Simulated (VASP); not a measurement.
A run of VASP 6.6.1 is set up as follows.

File INCAR:

```
PREC = Accurate
ENCUT = 520
EDIFF = 1E-6
ISMEAR = 0
SIGMA = 0.1
LREAL = False
LASPH = True
NELM = 150
ALGO = Normal
ISIF = 2
LWAVE = False
LCHARG = False
ISPIN = 2
MAGMOM = 0 1 0 0
LORBIT = 11
LMAXMIX = 4
GGA = PE
NBANDS = 25
```

Contents of KPOINTS:

```
regular mesh
0
Gamma
  6 6 4
```

File POSCAR:

```
LiTaO2
1.0
    3.6936345969      0.0000000000      0.0000000000
   -1.8468172985      3.1987813932      0.0000000000
    0.0000000000      0.0000000000      5.7103624863
Li Ta O
1 1 2
Direct
    0.0000000000      0.0000000000      0.5000000000
    0.0000000000      0.0000000000      0.0000000000
    0.3333333333      0.6666666667      0.0000000000
    0.6666666667      0.3333333333      0.0000000000
```

Potentials or basis: VASP PAW PBE potentials, release 64 (Li_sv, Ta_pv, O).

The run is started by

```bash
$ cat potpaw_PBE.64/Li_sv/POTCAR potpaw_PBE.64/Ta_pv/POTCAR potpaw_PBE.64/O/POTCAR > POTCAR
$ mpirun -np 1 vasp_std > vasp.out
```

Task: Estimate the band gap on the k mesh.

Result: Zero (filled and empty bands overlap).

Task: Predict the net moment.

Result: 0.00 μB per cell.

Caveat: spin-orbit coupling is left out, which moves the levels of the heavy elements.
